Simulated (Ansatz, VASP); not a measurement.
## Two plane-wave programs on HfO2

```
CELL_PARAMETERS angstrom
3.57682 0.00000 0.00000
0.00000 3.57682 0.00000
0.00000 0.00000 5.20267
ATOMIC_POSITIONS crystal
Hf 0.50000 0.50000 0.50345
Hf 0.00000 0.00000 0.00345
O 0.00000 0.50000 0.67694
O 0.50000 0.00000 0.78462
O 0.50000 0.00000 0.28462
O 0.00000 0.50000 0.17694
```

Change from the starting cell: mode 10 (318.6 1/cm) frozen in, largest displacement -0.100 Å.

Alike in both runs: task single point; functional r2SCAN; k mesh 6 × 6 × 6; occupations gaussian, width 0.05 eV; no spin polarisation.

```csv
,VASP,Ansatz
version,VASP 6.6.1,Ansatz 0.2.0
potentials or method,"VASP PAW PBE potentials, release 64 (Hf_pv, O), cutoff 520 eV","scalar-relativistic, plane waves, PAW"
valence electrons in the cell,44,76
```

|  | VASP | Ansatz | Ansatz less VASP |
| --- | --- | --- | --- |
| gap on the k mesh at the Fermi level (eV) | 5.23 | 5.25 | +0.012 |
| least direct gap on the mesh (eV) | 5.28 | 5.29 | +0.010 |
| pressure (GPa) | -2.0 | 1.5 | +3.52 |
| traceless stress, the component that is largest in VASP (GPa) | -0.30 | -0.48 | -0.182 |
| rms of the force components (eV/Å) | 0.466 | 0.484 | +0.0174 |

VASP's potentials were made for PBE, not for r2SCAN. Atom by atom the forces differ by 0.034 eV/Å (rms over components). The functional is the same, so the differences come from potentials, cutoffs and numerics. VASP's potentials hold 44 valence electrons a cell and Ansatz's 76, so a difference there can come from the potentials and not from the codes.

Neither program's run includes spin-orbit coupling.
